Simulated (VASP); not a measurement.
# Si in VASP: a series of runs, part 2 of 2

VASP 6.6.1. The steps go on from the part before.

## (4) Single point, PBEsol

This run uses another cell than the first one, of 19.75 Å³/atom, 0.985 times its volume.

Input file INCAR:

```
PREC = Accurate ; ENCUT = 520
EDIFF = 1E-6 ; ISMEAR = 0
SIGMA = 0.01 ; LREAL = F
LASPH = T ; NELM = 60
ALGO = Normal ; ISIF = 2
LWAVE = F ; LCHARG = T
GGA = PS ; LELF = T
LVHAR = T ; NBANDS = 11
```

Input file KPOINTS:

```
Automatic mesh
0
Gamma
  8 8 8
```

Input file POSCAR:

```
Si
1.0
    0.0000000000      2.7031444360      2.7031444360
    2.7031444360      0.0000000000      2.7031444360
    2.7031444360      2.7031444360      0.0000000000
Si
2
Direct
    0.2500000000      0.2500000000      0.2500000000
    0.0000000000      0.0000000000      0.0000000000
```

Potentials or basis: VASP PAW PBE potentials, release 64 (Si).

Launch:

```console
> cat potpaw_PBE.64/Si/POTCAR > POTCAR
> mpirun -np 1 vasp_std > vasp.out
```

OUTCAR:

```text
PREC = Accurate
   ENCUT = 520
   EDIFF = 1E-6
   ISMEAR = 0
   LREAL = F
   LASPH = T
   NELM = 60
   ISIF = 2
   GGA = PS

 ion  position               nearest neighbor table
   1  0.250  0.250  0.250-   2 2.34   2 2.34   2 2.34   2 2.34
   2  0.000  0.000  0.000-   1 2.34   1 2.34   1 2.34   1 2.34

  LATTYP: Found a face centered cubic cell.
 ALAT       =     5.4062888720

  Lattice vectors:

 A1 = (   0.0000000000,   2.7031444360,   2.7031444360)
 A2 = (   2.7031444360,   0.0000000000,   2.7031444360)
 A3 = (   2.7031444360,   2.7031444360,   0.0000000000)

Analysis of symmetry for initial positions (statically):
=====================================================================
 Subroutine PRICEL returns:
 Original cell was already a primitive cell.

 Routine SETGRP: Setting up the symmetry group for a
 face centered cubic supercell.

 Subroutine GETGRP returns: Found 48 space group operations
 (whereof 24 operations were pure point group operations)
 out of a pool of 48 trial point group operations.

The static configuration has the point symmetry T_d .
 The point group associated with its full space group is O_h .

Analysis of symmetry for dynamics (positions and initial velocities):
=====================================================================
 Subroutine PRICEL returns:
 Original cell was already a primitive cell.

 Routine SETGRP: Setting up the symmetry group for a
 face centered cubic supercell.

 Subroutine GETGRP returns: Found 48 space group operations
 (whereof 24 operations were pure point group operations)
 out of a pool of 48 trial point group operations.

The dynamic configuration has the point symmetry T_d .
 The point group associated with its full space group is O_h .

 Subroutine INISYM returns: Found 48 space group operations
 (whereof 24 operations are pure point group operations),
 and found     1 'primitive' translations

----------------------------------------------------------------------------------------

                                     Primitive cell

  volume of cell :      39.5037

  direct lattice vectors                    reciprocal lattice vectors
     0.000000000  2.703144436  2.703144436    -0.184969768  0.184969768  0.184969768
     2.703144436  0.000000000  2.703144436     0.184969768 -0.184969768  0.184969768
     2.703144436  2.703144436  0.000000000     0.184969768  0.184969768 -0.184969768

  length of vectors
     3.822823522  3.822823522  3.822823522     0.320377037  0.320377037  0.320377037

  position of ions in fractional coordinates (direct lattice)
     0.250000000  0.250000000  0.250000000
     0.000000000  0.000000000  0.000000000

  ion indices of the primitive-cell ions
   primitive index   ion index
                 1           1
                 2           2

----------------------------------------------------------------------------------------

 KPOINTS: Automatic mesh

Automatic generation of k-mesh.
 Grid dimensions read from file:
 generate k-points for:    8    8    8

 Generating k-lattice:

  Cartesian coordinates                     Fractional coordinates (reciprocal lattice)
    -0.023121221  0.023121221  0.023121221     0.125000000  0.000000000  0.000000000
     0.023121221 -0.023121221  0.023121221     0.000000000  0.125000000  0.000000000
[... 39 lines left out ...]
 [... further k-points ...]
   k-points           NKPTS =     29   k-points in BZ     NKDIM =     29   number of bands    NBANDS=     11
   number of dos      NEDOS =    301   number of ions     NIONS =      2
   total plane-waves  NPLWV =  21952
   dimension x,y,z NGX =    28 NGY =   28 NGZ =   28
   dimension x,y,z NGXF=    56 NGYF=   56 NGZF=   56
   ions per type =               2
   NGX,Y,Z   is equivalent  to a cutoff of  12.18, 12.18, 12.18 a.u.
   NGXF,Y,Z  is equivalent  to a cutoff of  24.35, 24.35, 24.35 a.u.
 SYSTEM =  unknown system
   PREC   = accura    normal or accurate (medium, high low for compatibility)
   ISTART =      0    job   : 0-new  1-cont  2-samecut
   ICHARG =      2    charge: 1-file 2-atom 10-const
   ISPIN  =      1    spin polarized calculation?
   LNONCOLLINEAR =      F non collinear calculations
   LSORBIT =      F    spin-orbit coupling
   LASPH  =      T    aspherical Exc in radial PAW
   ENCUT  =  520.0 eV  38.22 Ry    6.18 a.u.   7.11  7.11  7.11*2*pi/ulx,y,z
   NELM   =     60;   NELMIN=  2; NELMDL= -5     # of ELM steps
   EDIFF  = 0.1E-05   stopping-criterion for ELM
   LREAL  =      F    real-space projection
   EDIFFG = 0.1E-04   stopping-criterion for IOM
   NSW    =      0    number of steps for IOM
   IBRION =     -1    ionic relax: 0-MD 1-quasi-New 2-CG
   NFREE  =      0    steps in history (QN), initial steepest desc. (CG)
   ISIF   =      2    stress and relaxation
   ISYM   =      2    0-nonsym 1-usesym 2-fastsym
   POTIM  = 0.5000    time-step for ionic-motion
   TEBEG  =    0.0;   TEEND  =   0.0 temperature during run
   PSTRESS=    0.0 pullay stress
   NELECT =       8.0000    total number of electrons
   NUPDOWN=      -1.0000    fix difference up-down
   EMIN   =  10.00;   EMAX   =-10.00  energy-range for DOS
   EFERMI =   0.00;   METHOD = LEGACY
   ISMEAR =     0;   SIGMA  =   0.01  broadening in eV -4-tet -1-fermi 0-gaus
   EFERMI_NEDOS =   21; number of points for ismear=-14 and -15
   IALGO  =     38    algorithm
   IMIX   =      4    mixing-type and parameters
     AMIX     =   0.40;   BMIX     =  1.00
     AMIX_MAG =   1.60;   BMIX_MAG =  1.00
  volume/ion in A,a.u.               =      19.75       133.29
  Fermi-wavevector in a.u.,A,eV,Ry     =   0.961374  1.816733 12.575041  0.924239
  Thomas-Fermi vector in A             =   2.090740
   LORBIT       =      0    0 simple, 1 ext, 2 COOP (PROOUT), +10 PAW based schemes
   GGA     = PS    functional components
   LHFCALC =     F    Hartree Fock is set to
   AEXX    =    0.0000 exact exchange contribution
   IVDW    =     0    specifies the selected vdW correction
   LEPSILON=     F    determine dielectric tensor
   LRPA    =     F    only Hartree local field effects (RPA)
 non-spin polarized calculation
 Gauss-broadening in eV      SIGMA  =   0.01
  energy-cutoff  :      520.00
  volume of cell :       39.50
 maximum number of plane-waves:      1090
   NGX = 15   NGY = 15   NGZ = 15

 number of electron       8.0000001 magnetization

 Free energy of the ion-electron system (eV)
  ---------------------------------------------------
  ext. energy  EPLUGINS =         0.00000000
  ---------------------------------------------------
  free energy    TOTEN  =       -11.48592477 eV

  energy without entropy =      -11.48592477  energy(sigma->0) =      -11.48592477

 E-fermi :   6.0252     XC(G=0):  -9.6049

 val. band max:        5.9293636798   @ k =   0.0000   0.0000   0.0000
 cond. band min:       6.4097045637   @ k =   0.3750   0.3750   0.0000
 fundamental gap:      0.4803408838
 Fermi energy:         6.0252378327

 k-point     1 :       0.0000    0.0000    0.0000
  band No.  band energies     occupation
      1      -6.1553      2.00000
      2       5.9294      2.00000
      3       5.9294      2.00000
      4       5.9294      2.00000
      5       8.4513      0.00000
      6       8.4513      0.00000
      7       8.4513      0.00000
      8       9.4085      0.00000
      9      13.6242      0.00000
     10      13.6242      0.00000
     11      13.6944      0.00000
[... 309 lines left out ...]
 k-point    24 :      -0.3750    0.2500    0.1250
  band No.  band energies     occupation
      1      -3.2250      2.00000
      2      -0.9386      2.00000
      3       2.4016      2.00000
      4       3.7143      2.00000
      5       8.9560      0.00000
      6       8.9577      0.00000
      7      11.8302      0.00000
      8      13.0021      0.00000
      9      13.3137      0.00000
     10      16.4608      0.00000
     11      17.6506      0.00000

 [... further k-points ...]

------------------------ aborting loop because EDIFF is reached ----------------------------------------

  FORCE on cell =-STRESS in cart. coord.  units (eV):
  Direction    XX          YY          ZZ          XY          YZ          ZX
  --------------------------------------------------------------------------------------
  -------------------------------------------------------------------------------------
  Total        0.3928380      0.3928380      0.3928380     -0.0000000      0.0000000      0.0000000
  in kB       15.9325870     15.9325870     15.9325870     -0.0000000      0.0000000      0.0000000
  external PRESSURE =      15.9325870 kB  Pullay stress =       0.0000000 kB

 VOLUME and BASIS-vectors are now :
 -----------------------------------------------------------------------------
  energy-cutoff  :      520.00
  volume of cell :       39.50
      direct lattice vectors                 reciprocal lattice vectors
     0.000000000  2.703144436  2.703144436    -0.184969768  0.184969768  0.184969768
     2.703144436  0.000000000  2.703144436     0.184969768 -0.184969768  0.184969768
     2.703144436  2.703144436  0.000000000     0.184969768  0.184969768 -0.184969768

 POSITION                                       TOTAL-FORCE (eV/Angst)
 -----------------------------------------------------------------------------------
      1.35157      1.35157      1.35157        -0.000000     -0.000000     -0.000000
      0.00000      0.00000      0.00000         0.000000      0.000000      0.000000
 -----------------------------------------------------------------------------------
    total drift:                                0.000000      0.000000     -0.000000

  FREE ENERGIE OF THE ION-ELECTRON SYSTEM (eV)
  ---------------------------------------------------
  free  energy   TOTEN  =       -11.4859247701 eV

  energy  without entropy=      -11.4859247701  energy(sigma->0) =      -11.48592477
```

OSZICAR:

```text
N       E                     dE             d eps       ncg     rms          rms(c)
DAV:   1     0.486116203431E+01    0.48612E+01   -0.30200E+03   638   0.552E+02
DAV:   2    -0.112082004566E+02   -0.16069E+02   -0.15081E+02   866   0.813E+01
DAV:   3    -0.117149968242E+02   -0.50680E+00   -0.50565E+00   832   0.121E+01
DAV:   4    -0.117185592827E+02   -0.35625E-02   -0.35619E-02   802   0.131E+00
DAV:   5    -0.117185915362E+02   -0.32253E-04   -0.32253E-04   791   0.109E-01    0.506E+00
DAV:   6    -0.115577892811E+02    0.16080E+00   -0.88342E-02   725   0.119E+00    0.303E+00
DAV:   7    -0.114852702571E+02    0.72519E-01   -0.15547E-01   725   0.167E+00    0.195E-01
DAV:   8    -0.114858502312E+02   -0.57997E-03   -0.60718E-03   734   0.435E-01    0.830E-02
DAV:   9    -0.114859143527E+02   -0.64121E-04   -0.93622E-05   814   0.642E-02    0.571E-02
DAV:  10    -0.114859249801E+02   -0.10627E-04   -0.10048E-05   730   0.174E-02    0.644E-03
DAV:  11    -0.114859247701E+02    0.21000E-06   -0.73437E-07   698   0.424E-03
   1 F= -.11485925E+02 E0= -.11485925E+02  d E =-.397701E-44
```

It took 6.3 s on 1 thread of Intel Xeon 6975P-C (Granite Rapids), shared host; peak memory 0.15 GiB.

Results:

- Free energy: -11.4859 eV
- Pressure: 1.6 GPa
- Band gap on the k mesh: 0.48 eV, indirect (least direct gap 2.52 eV)

Levels at points of the mesh, in eV from the valence-band top:
```
           k point  band 1  band 2  band 3  band 4  band 5  band 6  band 7  band 8  band 9
(0.00, 0.00, 0.00)  -12.08    0.00    0.00    0.00    2.52    2.52    2.52    3.48    7.69
(0.50, 0.00, 0.00)   -9.70   -7.08   -1.22   -1.22    1.51    3.27    3.27    7.53   10.54
(0.50, 0.50, 0.00)   -7.87   -7.87   -2.91   -2.91    0.56    0.56   10.18   10.18   10.98
```

Caveat: the PAW data sets were made with another functional, which shifts forces and pressure a little. A k mesh can miss the band edges.

## (5) Single point, PBEsol

This run uses another cell than the first one, of 20.35 Å³/atom, 1.015 times its volume.

Input file INCAR:

```
SYSTEM = Si
  PREC = Accurate
  ENCUT = 520
  EDIFF = 1E-7
  ISMEAR = 0
  SIGMA = 0.01
  LREAL = .FALSE.
  LASPH = .TRUE.
  NELM = 80
  ALGO = Normal
  ISIF = 2
  LWAVE = .FALSE.
  LCHARG = .FALSE.
  GGA = PS
  NBANDS = 11
```

Input file KPOINTS:

```
Automatic mesh
0
G
  8 8 8
  0 0 0
```

Input file POSCAR:

```
Si
1.0
    0.0000000000      2.7303117168      2.7303117168
    2.7303117168      0.0000000000      2.7303117168
    2.7303117168      2.7303117168      0.0000000000
Si
2
Direct
    0.2500000000      0.2500000000      0.2500000000
    0.0000000000      0.0000000000      0.0000000000
```

Launch:

```console
> cat potpaw_PBE.64/Si/POTCAR > POTCAR
> mpirun -np 1 vasp_std > vasp.out
```

It took 7.2 s on 1 thread of Intel Xeon 6975P-C (Granite Rapids), shared host; peak memory 0.15 GiB.

Results (log left out):

| Item | Value |
| --- | --- |
| Free energy | -11.4870 eV |
| Pressure | -1.2 GPa |
| Band gap on the k mesh | 0.53 eV, indirect (least direct gap 2.51 eV) |

Levels at points of the mesh, in eV from the valence-band top:
```tsv
k point	band 1	band 2	band 3	band 4	band 5	band 6	band 7	band 8	band 9
(0.00, 0.00, 0.00)	-11.88	0.00	0.00	0.00	2.51	2.51	2.51	3.14	7.64
(0.50, 0.00, 0.00)	-9.57	-6.94	-1.19	-1.19	1.41	3.28	3.28	7.49	10.47
(0.50, 0.50, 0.00)	-7.78	-7.78	-2.83	-2.83	0.62	0.62	9.92	9.92	10.88
```

Caveat: the PAW data sets were made with another functional, which shifts forces and pressure a little. A k mesh can miss the band edges.

## (6) Single point, PBEsol (z stretched by -0.5 %, x and y held)

Input file INCAR:

```
PREC     = Accurate       # precision mode
ENCUT    = 520            # plane-wave cutoff, eV
EDIFF    = 1E-6           # SCF threshold, eV
ISMEAR   = 0              # smearing method
SIGMA    = 0.01           # smearing width, eV
LREAL    = False          # projectors in reciprocal space
LASPH    = True           # aspherical terms in the spheres
NELM     = 60             # most SCF steps
ALGO     = Normal         # electronic algorithm
ISIF     = 2              # what is computed and relaxed
LWAVE    = False          # write WAVECAR
LCHARG   = False          # write CHGCAR
GGA      = PS             # functional
NBANDS   = 11             # bands
```

Input file KPOINTS:

```
Automatic mesh
0
Gamma
  8 8 8
```

Input file POSCAR:

```
Si
1.0
    0.0000000000      2.7167280764      2.7031444360
    2.7167280764      0.0000000000      2.7031444360
    2.7167280764      2.7167280764      0.0000000000
Si
2
Direct
    0.2500000000      0.2500000000      0.2500000000
    0.0000000000      0.0000000000      0.0000000000
```

Potentials or basis: VASP PAW PBE potentials, release 64 (Si).

Launch:

```console
> cat potpaw_PBE.64/Si/POTCAR > POTCAR
> mpirun -np 1 vasp_std > vasp.out
```

OUTCAR:

```text
PREC = Accurate
   ENCUT = 520
   EDIFF = 1E-6
   ISMEAR = 0
   LREAL = False
   LASPH = True
   NELM = 60
   ISIF = 2
   GGA = PS

 ion  position               nearest neighbor table
   1  0.250  0.250  0.250-   2 2.35   2 2.35   2 2.35   2 2.35
   2  0.000  0.000  0.000-   1 2.35   1 2.35   1 2.35   1 2.35

  LATTYP: Found a body centered tetragonal cell.
 ALAT       =     3.8420336909
 C/A-ratio  =     1.4071424946

  Lattice vectors:

 A1 = (   0.0000000000,  -2.7167280764,  -2.7031444360)
 A2 = (   0.0000000000,   2.7167280764,  -2.7031444360)
 A3 = (   2.7167280764,   0.0000000000,   2.7031444360)

Analysis of symmetry for initial positions (statically):
=====================================================================
 Subroutine PRICEL returns:
 Original cell was already a primitive cell.

 Routine SETGRP: Setting up the symmetry group for a
 body centered tetragonal supercell.

 Subroutine GETGRP returns: Found 16 space group operations
 (whereof  8 operations were pure point group operations)
 out of a pool of 16 trial point group operations.

The static configuration has the point symmetry D_2d.
 The point group associated with its full space group is D_4h.
[... 175 lines left out ...]
      4       5.8504      2.00000
      5       8.3334      0.00000
      6       8.3511      0.00000
      7       8.3511      0.00000
      8       9.1908      0.00000
      9      13.4707      0.00000
     10      13.5510      0.00000
     11      13.5622      0.00000
[... 309 lines left out ...]
 k-point    24 :       0.3750    0.0000    0.1250
  band No.  band energies     occupation
      1      -4.6207      2.00000
      2       0.5075      2.00000
      3       3.9571      2.00000
      4       4.2329      2.00000
      5       8.0088      0.00000
      6       9.4066      0.00000
      7      10.2531      0.00000
      8      11.2226      0.00000
      9      15.0393      0.00000
     10      15.1018      0.00000
     11      15.6963      0.00000

 [... further k-points ...]

------------------------ aborting loop because EDIFF is reached ----------------------------------------

  FORCE on cell =-STRESS in cart. coord.  units (eV):
  Direction    XX          YY          ZZ          XY          YZ          ZX
  --------------------------------------------------------------------------------------
  -------------------------------------------------------------------------------------
  Total        0.1119757      0.1119757      0.2283951      0.0000000      0.0000000      0.0000000
  in kB        4.4961704      4.4961704      9.1707692      0.0000000      0.0000000      0.0000000
  external PRESSURE =       6.0543700 kB  Pullay stress =       0.0000000 kB

 VOLUME and BASIS-vectors are now :
 -----------------------------------------------------------------------------
  energy-cutoff  :      520.00
  volume of cell :       39.90
      direct lattice vectors                 reciprocal lattice vectors
     0.000000000  2.716728076  2.703144436    -0.184044919  0.184044919  0.184969768
     2.716728076  0.000000000  2.703144436     0.184044919 -0.184044919  0.184969768
     2.716728076  2.716728076  0.000000000     0.184044919  0.184044919 -0.184969768

 POSITION                                       TOTAL-FORCE (eV/Angst)
 -----------------------------------------------------------------------------------
      1.35836      1.35836      1.35157        -0.000000     -0.000000     -0.000000
      0.00000      0.00000      0.00000         0.000000      0.000000      0.000000
 -----------------------------------------------------------------------------------
    total drift:                               -0.000000     -0.000000     -0.000000

  FREE ENERGIE OF THE ION-ELECTRON SYSTEM (eV)
  ---------------------------------------------------
  free  energy   TOTEN  =       -11.4884553443 eV

  energy  without entropy=      -11.4884553443  energy(sigma->0) =      -11.48845534
```

stdout:

```text
POSCAR found type information on POSCAR Si
 POSCAR found :  1 types and       2 ions
 scaLAPACK will be used
 -----------------------------------------------------------------------------
|                                                                             |
|                                                                             |
|     You enforced a specific xc type in the INCAR file but a different       |
|     I HOPE YOU KNOW WHAT YOU ARE DOING!                                     |
|                                                                             |
 -----------------------------------------------------------------------------

 LDA part: xc-table for (Slater+PW92), standard interpolation
 POSCAR, INCAR and KPOINTS ok, starting setup
 FFT: planning ... GRIDC
 FFT: planning ... GRID_SOFT
 FFT: planning ... GRID
 WAVECAR not read
 entering main loop
```

It took 12 s on 1 thread of Intel Xeon 6975P-C (Granite Rapids), shared host; peak memory 0.16 GiB.

What came out:

```
Free energy            : -11.4885 eV
Pressure               : 0.6 GPa
Band gap on the k mesh : 0.44 eV, indirect (least direct gap 2.48 eV)
```

Stress tensor (GPa, compression positive):
```
0.45 0.00 0.00
0.00 0.45 0.00
0.00 0.00 0.92
```

Caveat: the cell differs from its parent crystal (z stretched by -0.5 %, x and y held); the PAW data sets were made with another functional, which shifts forces and pressure a little. A k mesh can miss the band edges.

## (7) Overview

| cell | gap on the mesh (eV) | pressure (GPa) |
| --- | --- | --- |
| a = 3.842 Å, angles 60.0°, 2 atoms | 0.51 | 0.1 |
| a = 3.823 Å, angles 60.0°, 2 atoms | 0.48 | 1.6 |
| a = 3.861 Å, angles 60.0°, 2 atoms | 0.53 | -1.2 |
| a = 3.832, b = 3.832, c = 3.842 Å, angles 59.9, 59.9, 60.2°, 2 atoms | 0.44 | 0.6 |

Alike in all rows: task single point; level PBEsol; potentials or basis VASP PAW PBE potentials, release 64 (Si); no spin polarisation; k mesh 8 × 8 × 8; cutoff (eV) 520; smearing gaussian 0.01 eV.

Caveats: the PAW data sets were made with another functional, which shifts forces and pressure a little.

Total energies depend on the potentials used, so only differences within one code and one set of settings carry meaning.
